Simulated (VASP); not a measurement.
# LiH (Fm-3m) in VASP: further runs

Runs on LiH. Level: LDA. Tasks: single point.

Program: VASP 6.6.1. These are calculated values, not measurements. Logs are shortened: lines on timing, memory, paths and dates and some standing lists are left out, and cuts for length are marked.

## (1) The cell of the first run

The structure is cubic, space group Fm-3m (No. 225). Conventional cell: a = 3.922 Å, b = 3.922 Å, c = 3.922 Å, α = 90.00°, β = 90.00°, γ = 90.00°. Li (site symmetry m-3m) has 6 H at 1.96 Å within 2.6 Å. H (site symmetry m-3m) has 6 Li at 1.96 Å within 2.6 Å.

## (2) Single point, LDA

Input file INCAR:

```
SYSTEM = LiH
ALGO = Normal ; EDIFF = 1E-6
ENCUT = 750 ; GGA = CA
GGA_COMPAT = .FALSE. ; ISIF = 2
ISMEAR = 0 ; LASPH = .TRUE.
LCHARG = .FALSE. ; LREAL = .FALSE.
LWAVE = .FALSE. ; NBANDS = 9
NELM = 120 ; PREC = Accurate
SIGMA = 0.05
```

Input file KPOINTS:

```
k-points
0
G
  8 8 8
  0 0 0
```

Input file POSCAR:

```
LiH
1.0
    0.0000000000      1.9609001589      1.9609001589
    1.9609001589      0.0000000000      1.9609001589
    1.9609001589      1.9609001589      0.0000000000
Li H
1 1
Direct
    0.0000000000      0.0000000000      0.0000000000
    0.5000000000      0.5000000000      0.5000000000
```

Potentials or basis: VASP PAW LDA potentials, release 64 (Li_sv, H).

Command:

```console
> cat potpaw_LDA.64/Li_sv/POTCAR potpaw_LDA.64/H/POTCAR > POTCAR
> mpirun -np 1 vasp_std > vasp.out
```

OUTCAR:

```text
SYSTEM = LiH
   EDIFF = 1E-6
   ENCUT = 750
   GGA = CA
   ISIF = 2
   ISMEAR = 0
   LASPH = .TRUE.
   LREAL = .FALSE.
   NELM = 120
   PREC = Accurate

 ion  position               nearest neighbor table
   1  0.000  0.000  0.000-
   2  0.500  0.500  0.500-

  LATTYP: Found a face centered cubic cell.
 ALAT       =     3.9218003178

  Lattice vectors:

 A1 = (   0.0000000000,   1.9609001589,   1.9609001589)
 A2 = (   1.9609001589,   0.0000000000,   1.9609001589)
 A3 = (   1.9609001589,   1.9609001589,   0.0000000000)

Analysis of symmetry for initial positions (statically):
=====================================================================
 Subroutine PRICEL returns:
 Original cell was already a primitive cell.

 Routine SETGRP: Setting up the symmetry group for a
 face centered cubic supercell.

 Subroutine GETGRP returns: Found 48 space group operations
 (whereof 48 operations were pure point group operations)
 out of a pool of 48 trial point group operations.

The static configuration has the point symmetry O_h .

Analysis of symmetry for dynamics (positions and initial velocities):
=====================================================================
 Subroutine PRICEL returns:
 Original cell was already a primitive cell.

 Routine SETGRP: Setting up the symmetry group for a
 face centered cubic supercell.

 Subroutine GETGRP returns: Found 48 space group operations
 (whereof 48 operations were pure point group operations)
 out of a pool of 48 trial point group operations.

The dynamic configuration has the point symmetry O_h .

 Subroutine INISYM returns: Found 48 space group operations
 (whereof 48 operations are pure point group operations),
 and found     1 'primitive' translations

----------------------------------------------------------------------------------------

                                     Primitive cell

  volume of cell :      15.0798

  direct lattice vectors                    reciprocal lattice vectors
     0.000000000  1.960900159  1.960900159    -0.254984935  0.254984935  0.254984935
     1.960900159  0.000000000  1.960900159     0.254984935 -0.254984935  0.254984935
     1.960900159  1.960900159  0.000000000     0.254984935  0.254984935 -0.254984935

  length of vectors
     2.773131599  2.773131599  2.773131599     0.441646863  0.441646863  0.441646863

  position of ions in fractional coordinates (direct lattice)
     0.000000000  0.000000000  0.000000000
     0.500000000  0.500000000  0.500000000

  ion indices of the primitive-cell ions
   primitive index   ion index
                 1           1
                 2           2

----------------------------------------------------------------------------------------

 KPOINTS: k-points

Automatic generation of k-mesh.
 Grid dimensions read from file:
 generate k-points for:    8    8    8

 Generating k-lattice:

  Cartesian coordinates                     Fractional coordinates (reciprocal lattice)
    -0.031873117  0.031873117  0.031873117     0.125000000  0.000000000  0.000000000
     0.031873117 -0.031873117  0.031873117     0.000000000  0.125000000  0.000000000
     0.031873117  0.031873117 -0.031873117     0.000000000  0.000000000  0.125000000

  Length of vectors
     0.055205858  0.055205858  0.055205858

  Shift w.r.t. Gamma in fractional coordinates (k-lattice)
     0.000000000  0.000000000  0.000000000

 Subroutine IBZKPT returns following result:
 ===========================================

 Found     29 irreducible k-points:

 Following reciprocal coordinates:
            Coordinates               Weight
  0.000000  0.000000  0.000000      1.000000
  0.125000  0.000000  0.000000      8.000000
  0.250000  0.000000  0.000000      8.000000
  0.375000  0.000000  0.000000      8.000000
  0.500000  0.000000  0.000000      4.000000
  0.125000  0.125000  0.000000      6.000000
[... 16 lines left out ...]
  0.500000  0.250000  0.125000     48.000000
 -0.375000  0.250000  0.125000     24.000000
 [... further k-points ...]
   k-points           NKPTS =     29   k-points in BZ     NKDIM =     29   number of bands    NBANDS=      9
   number of dos      NEDOS =    301   number of ions     NIONS =      2
   total plane-waves  NPLWV =  21952
   dimension x,y,z NGX =    28 NGY =   28 NGZ =   28
   dimension x,y,z NGXF=    56 NGYF=   56 NGZF=   56
   ions per type =               1   1
   NGX,Y,Z   is equivalent  to a cutoff of  16.79, 16.79, 16.79 a.u.
   NGXF,Y,Z  is equivalent  to a cutoff of  33.57, 33.57, 33.57 a.u.
 SYSTEM =  LiH
   PREC   = accura    normal or accurate (medium, high low for compatibility)
   ISTART =      0    job   : 0-new  1-cont  2-samecut
   ICHARG =      2    charge: 1-file 2-atom 10-const
   ISPIN  =      1    spin polarized calculation?
   LNONCOLLINEAR =      F non collinear calculations
   LSORBIT =      F    spin-orbit coupling
   LASPH  =      T    aspherical Exc in radial PAW
   ENCUT  =  750.0 eV  55.12 Ry    7.42 a.u.   6.19  6.19  6.19*2*pi/ulx,y,z
   NELM   =    120;   NELMIN=  2; NELMDL= -5     # of ELM steps
   EDIFF  = 0.1E-05   stopping-criterion for ELM
   LREAL  =      F    real-space projection
[... 7 lines left out ...]
   TEBEG  =    0.0;   TEEND  =   0.0 temperature during run
   PSTRESS=    0.0 pullay stress
   NELECT =       4.0000    total number of electrons
   NUPDOWN=      -1.0000    fix difference up-down
   EMIN   =  10.00;   EMAX   =-10.00  energy-range for DOS
   EFERMI =   0.00;   METHOD = LEGACY
   ISMEAR =     0;   SIGMA  =   0.05  broadening in eV -4-tet -1-fermi 0-gaus
   EFERMI_NEDOS =   21; number of points for ismear=-14 and -15
   IALGO  =     38    algorithm
   IMIX   =      4    mixing-type and parameters
     AMIX     =   0.40;   BMIX     =  1.00
     AMIX_MAG =   1.60;   BMIX_MAG =  1.00
  volume/ion in A,a.u.               =       7.54        50.88
  Fermi-wavevector in a.u.,A,eV,Ry     =   1.051871  1.987749 15.053943  1.106434
  Thomas-Fermi vector in A             =   2.186932
   LORBIT       =      0    0 simple, 1 ext, 2 COOP (PROOUT), +10 PAW based schemes
   GGA     = CA    functional components
   LHFCALC =     F    Hartree Fock is set to
   AEXX    =    0.0000 exact exchange contribution
   IVDW    =     0    specifies the selected vdW correction
   LEPSILON=     F    determine dielectric tensor
   LRPA    =     F    only Hartree local field effects (RPA)
 non-spin polarized calculation
 Gauss-broadening in eV      SIGMA  =   0.05
  energy-cutoff  :      750.00
  volume of cell :       15.08
 maximum number of plane-waves:       725
 NGX is ok and might be reduce to    28
   NGX = 13   NGY = 13   NGZ = 13

 number of electron       4.0000000 magnetization

 Free energy of the ion-electron system (eV)
  ---------------------------------------------------
  ext. energy  EPLUGINS =         0.00000000
  ---------------------------------------------------
  free energy    TOTEN  =        -6.49585447 eV

  energy without entropy =       -6.49585447  energy(sigma->0) =       -6.49585447

 E-fermi :   0.9037     XC(G=0):  -9.0243

 val. band max:        0.5323032570   @ k =   0.5000   0.5000   0.0000
 cond. band min:       3.0769088024   @ k =   0.5000   0.5000   0.0000
 fundamental gap:      2.5446055454
 Fermi energy:         0.9037205431

 k-point     1 :       0.0000    0.0000    0.0000
  band No.  band energies     occupation
      1     -42.8844      2.00000
      2      -5.2821      2.00000
      3      17.5146      0.00000
      4      18.6008      0.00000
      5      18.6008      0.00000
      6      18.6008      0.00000
      7      23.5644      0.00000
      8      23.5644      0.00000
      9      23.5644      0.00000

 k-point     2 :       0.1250    0.0000    0.0000
  band No.  band energies     occupation
      1     -42.8746      2.00000
      2      -5.0042      2.00000
      3      14.7658      0.00000
      4      17.6204      0.00000
      5      18.0255      0.00000
      6      18.0255      0.00000
      7      23.1167      0.00000
      8      24.7855      0.00000
      9      24.7855      0.00000

 k-point     3 :       0.2500    0.0000    0.0000
  band No.  band energies     occupation
      1     -42.8509      2.00000
      2      -4.2061      2.00000
      3      10.3320      0.00000
      4      16.1207      0.00000
      5      17.2911      0.00000
      6      17.2911      0.00000
      7      23.1553      0.00000
      8      23.1553      0.00000
      9      24.6468      0.00000

 k-point     4 :       0.3750    0.0000    0.0000
  band No.  band energies     occupation
      1     -42.8272      2.00000
      2      -3.0904      2.00000
      3       6.8025      0.00000
      4      15.0219      0.00000
      5      17.0449      0.00000
      6      17.0449      0.00000
      7      20.8981      0.00000
      8      20.8981      0.00000
      9      27.0045      0.00000

 k-point     5 :       0.5000    0.0000    0.0000
  band No.  band energies     occupation
      1     -42.8173      2.00000
      2      -2.4318      2.00000
      3       5.3184      0.00000
      4      14.6310      0.00000
      5      17.0960      0.00000
      6      17.0960      0.00000
      7      19.9897      0.00000
      8      19.9897      0.00000
      9      28.6152      0.00000

 k-point     6 :       0.1250    0.1250    0.0000
  band No.  band energies     occupation
      1     -42.8713      2.00000
      2      -4.9039      2.00000
      3      15.4834      0.00000
      4      16.2859      0.00000
      5      16.2859      0.00000
      6      19.4897      0.00000
      7      20.0483      0.00000
      8      25.9526      0.00000
      9      26.8519      0.00000
[... 169 lines left out ...]
 k-point    21 :       0.5000    0.5000    0.0000
  band No.  band energies     occupation
      1     -42.7972      2.00000
      2       0.5323      2.00000
      3       3.0769      0.00000
      4      11.2373      0.00000
      5      11.2373      0.00000
      6      14.5939      0.00000
      7      18.4300      0.00000
      8      36.4719      0.00000
      9      36.4719      0.00000

 k-point    22 :       0.3750    0.2500    0.1250
  band No.  band energies     occupation
      1     -42.8336      2.00000
      2      -3.4099      2.00000
      3      10.3140      0.00000
      4      10.7405      0.00000
      5      14.9050      0.00000
      6      18.4413      0.00000
      7      21.0070      0.00000
      8      24.9963      0.00000
      9      28.9804      0.00000

 k-point    23 :       0.5000    0.2500    0.1250
  band No.  band energies     occupation
      1     -42.8148      2.00000
      2      -2.1955      2.00000
      3       6.9656      0.00000
      4       9.6651      0.00000
      5      14.2144      0.00000
      6      17.6019      0.00000
      7      23.3392      0.00000
      8      25.4861      0.00000
      9      28.4406      0.00000

 k-point    24 :      -0.3750    0.2500    0.1250
  band No.  band energies     occupation
      1     -42.8070      2.00000
      2      -1.4404      2.00000
      3       5.4009      0.00000
      4       9.3641      0.00000
      5      13.9613      0.00000
      6      17.1794      0.00000
      7      24.1715      0.00000
      8      27.3756      0.00000
      9      28.5340      0.00000

 [... further k-points ...]
[... 5 lines left out ...]
  --------------------------------------------------------------------------------------
  -------------------------------------------------------------------------------------
  Total       -0.0515358     -0.0515358     -0.0515358      0.0000000      0.0000000     -0.0000000
  in kB       -5.4754896     -5.4754896     -5.4754896      0.0000000      0.0000000     -0.0000000
  external PRESSURE =      -5.4754896 kB  Pullay stress =       0.0000000 kB

 VOLUME and BASIS-vectors are now :
 -----------------------------------------------------------------------------
  energy-cutoff  :      750.00
  volume of cell :       15.08
      direct lattice vectors                 reciprocal lattice vectors
     0.000000000  1.960900159  1.960900159    -0.254984935  0.254984935  0.254984935
     1.960900159  0.000000000  1.960900159     0.254984935 -0.254984935  0.254984935
     1.960900159  1.960900159  0.000000000     0.254984935  0.254984935 -0.254984935

 POSITION                                       TOTAL-FORCE (eV/Angst)
 -----------------------------------------------------------------------------------
      0.00000      0.00000      0.00000         0.000000     -0.000000      0.000000
      1.96090      1.96090      1.96090        -0.000000      0.000000     -0.000000
 -----------------------------------------------------------------------------------
    total drift:                                0.000000      0.000000      0.000000

  FREE ENERGIE OF THE ION-ELECTRON SYSTEM (eV)
  ---------------------------------------------------
  free  energy   TOTEN  =        -6.4958544709 eV

  energy  without entropy=       -6.4958544709  energy(sigma->0) =       -6.49585447
```

It took 9.3 s on 1 thread of Intel Xeon 8259CL, shared host; peak memory 0.13 GiB.

Results:

```yaml
Free_energy: -6.4959 eV
Pressure: -0.5 GPa
Band_gap_on_the_k_mesh: 2.54 eV
```

Levels at points of the mesh, in eV from the valence-band top:
| k point | band 1 | band 2 | band 3 | band 4 | band 5 | band 6 |
| --- | --- | --- | --- | --- | --- | --- |
| (0.00, 0.00, 0.00) | -43.42 | -5.81 | 16.98 | 18.07 | 18.07 | 18.07 |
| (0.50, 0.00, 0.00) | -43.35 | -2.96 | 4.79 | 14.10 | 16.56 | 16.56 |
| (0.50, 0.50, 0.00) | -43.33 | 0.00 | 2.54 | 10.71 | 10.71 | 14.06 |

A k mesh can miss the band edges.

## (3) Single point, LDA

This run uses another cell than the first one, of 9.39 Å³/atom.

Input file INCAR:

```
SYSTEM = LiH
  ALGO = Normal
  EDIFF = 1E-6
  ENCUT = 750
  GGA = CA
  GGA_COMPAT = .FALSE.
  ISIF = 2
  ISMEAR = 0
  LASPH = .TRUE.
  LCHARG = .FALSE.
  LREAL = .FALSE.
  LWAVE = .FALSE.
  NBANDS = 9
  NELM = 120
  PREC = Accurate
  SIGMA = 0.05
```

KPOINTS is that of step 2.

Input file POSCAR:

```
LiH
1.0
    0.0000000000      2.1100000000      2.1100000000
    2.1100000000      0.0000000000      2.1100000000
    2.1100000000      2.1100000000      0.0000000000
Li H
1 1
Direct
    0.0000000000      0.0000000000      0.0000000000
    0.5000000000      0.5000000000      0.5000000000
```

Potentials or basis: VASP PAW LDA potentials, release 64 (Li_sv, H).

Command:

```console
> cat potpaw_LDA.64/Li_sv/POTCAR potpaw_LDA.64/H/POTCAR > POTCAR
> mpirun -np 1 vasp_std > vasp.out
```

Run time: 10 s. Hardware: 1 thread of Intel Xeon 8259CL, shared host; peak memory 0.13 GiB.

The run converged. Its results:

| Property | Result |
| --- | --- |
| Free energy | -6.4058 eV |
| Pressure | -6.5 GPa |
| Band gap on the k mesh | 2.73 eV |

Levels at points of the mesh, in eV from the valence-band top:
```tsv
k point	band 1	band 2	band 3	band 4	band 5	band 6
(0.00, 0.00, 0.00)	-43.61	-5.00	14.23	15.94	15.94	15.94
(0.50, 0.00, 0.00)	-43.58	-2.33	4.29	12.26	14.67	14.67
(0.50, 0.50, 0.00)	-43.58	0.00	2.73	9.70	9.70	12.77
```

Caveat: the cell stands under tension. A k mesh can miss the band edges.

## (4) Single point, LDA

This run uses another cell than the first one, of 8.90 Å³/atom.

Input file INCAR:

```
PREC = Accurate
ENCUT = 750
EDIFF = 1E-6
ISMEAR = 0
SIGMA = 0.05
LREAL = F
LASPH = T
NELM = 120
ALGO = Normal
ISIF = 2
LWAVE = F
LCHARG = F
GGA = CA
NBANDS = 9
GGA_COMPAT = F
```

Input file KPOINTS:

```
Automatic mesh
0
Gamma
  8 8 8
```

Input file POSCAR:

```
LiH
1.0
    0.0000000000      2.0721040928      2.0721040928
    2.0721040928      0.0000000000      2.0721040928
    2.0721040928      2.0721040928      0.0000000000
Li H
1 1
Direct
    0.0000000000      0.0000000000      0.0000000000
    0.5000000000      0.5000000000      0.5000000000
```

Command:

```console
> cat potpaw_LDA.64/Li_sv/POTCAR potpaw_LDA.64/H/POTCAR > POTCAR
> mpirun -np 1 vasp_std > vasp.out
```

It took 8.6 s on 1 thread of Intel Xeon 8259CL, shared host; peak memory 0.13 GiB.

Results (log left out):

| Property | Result |
| --- | --- |
| Free energy | -6.4422 eV |
| Pressure | -5.4 GPa |
| Band gap on the k mesh | 2.69 eV |

Levels at points of the mesh, in eV from the valence-band top:
```csv
k point,band 1,band 2,band 3,band 4,band 5
"(0.00, 0.00, 0.00)",-43.55,-5.19,14.87,16.44,16.44
"(0.50, 0.00, 0.00)",-43.51,-2.48,4.40,12.69,15.12
"(0.50, 0.50, 0.00)",-43.50,0.00,2.69,9.94,9.94
```

Caveat: the cell stands under tension. A k mesh can miss the band edges.

## (5) Summary

| cell | gap on the mesh (eV) | pressure (GPa) |
| --- | --- | --- |
| a = 2.773 Å, angles 60.0°, 2 atoms | 2.54 | -0.5 |
| a = 2.984 Å, angles 60.0°, 2 atoms | 2.73 | -6.5 |
| a = 2.930 Å, angles 60.0°, 2 atoms | 2.69 | -5.4 |

Alike in all rows: task single point; level LDA; potentials or basis VASP PAW LDA potentials, release 64 (Li_sv, H); no spin polarisation; k mesh 8 × 8 × 8; cutoff (eV) 750; smearing gaussian 0.05 eV.

Caveats: the cell stands under tension (at least some runs).

Total energies depend on the potentials used, so only differences within one code and one set of settings carry meaning.
